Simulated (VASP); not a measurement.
Wanted: the native input for a VASP 6.6.1 run.

* Task: single point
* Functional: PBE
* Potentials or basis: VASP PAW PBE potentials, release 64 (As, Ga_d, O)
* Cutoff: 520 eV
* k mesh: 9 × 9 × 1
* Occupations: gaussian, width 0.05 eV
* Spin: collinear spin, ferromagnetic start
* Starting moments: [0.0, 0.0, 0.0, 0.0, 2.0] μB
* Dipole correction: yes
* Further INCAR settings: ALGO = Normal; EDIFF = 1e-06; NBANDS = 33

The structure of Ga2As2O lies in POSCAR:

```
Ga2As2O
1.0
    4.0629609260      0.0000000000      0.0000000000
   -2.0314804630      3.5186273765      0.0000000000
    0.0000000000      0.0000000000     19.6715433583
As Ga O
2 2 1
Direct
    0.0000000000      0.0000000000      0.2033394090
    0.3333333333      0.6666666667      0.3841855388
    0.3333333333      0.6666666667      0.2454992137
    0.6666666667      0.3333333333      0.4153991992
    0.6666666667      0.3333333333      0.5070664459
```

One way to write it, as run:

INCAR

```
SYSTEM = Ga2As2O
PREC     = Accurate       ! precision mode
ENCUT    = 520            ! plane-wave cutoff, eV
EDIFF    = 1E-6           ! SCF threshold, eV
ISMEAR   = 0              ! smearing method
SIGMA    = 0.05           ! smearing width, eV
LREAL    = .False.        ! projectors in reciprocal space
LASPH    = .True.         ! aspherical terms in the spheres
NELM     = 150            ! most SCF steps
ALGO     = Normal         ! electronic algorithm
ISIF     = 2              ! what is computed and relaxed
LWAVE    = .False.        ! write WAVECAR
LCHARG   = .False.        ! write CHGCAR
ISPIN    = 2              ! spin polarisation
MAGMOM   = 0 0 0 0 2      ! initial moments
LORBIT   = 11             ! projections on sites
LDIPOL   = .True.       
IDIPOL   = 3            
DIPOL    = 0.5 0.5 0.351
GGA      = PE             ! functional
NBANDS   = 33             ! bands
```

KPOINTS

```
Automatic mesh
0
Gamma
  9 9 1
  0 0 0
```

Potentials or basis: VASP PAW PBE potentials, release 64 (As, Ga_d, O).

Run with:

```console
$ cat potpaw_PBE.64/As/POTCAR potpaw_PBE.64/Ga_d/POTCAR potpaw_PBE.64/O/POTCAR > POTCAR
$ mpirun -np 1 vasp_std > vasp.out
```

It gave:

| Property | Result |
| --- | --- |
| Largest force | 1.394 eV/Å |
| Net moment | 1.93 μB per cell |
| Site moments | As +0.22, +0.23; Ga +0.02, -0.01; O +0.83 μB |
| Valence electrons inside the program's atomic spheres | As 2.73, 2.78; Ga 11.57, 11.80; O 4.77 |

It took 13 min on 1 thread of Intel(R) Xeon(R) Platinum 8259CL CPU @ 2.50GHz (Skylake/Cascade Lake), with other jobs on the host, peak memory 0.55 GiB.
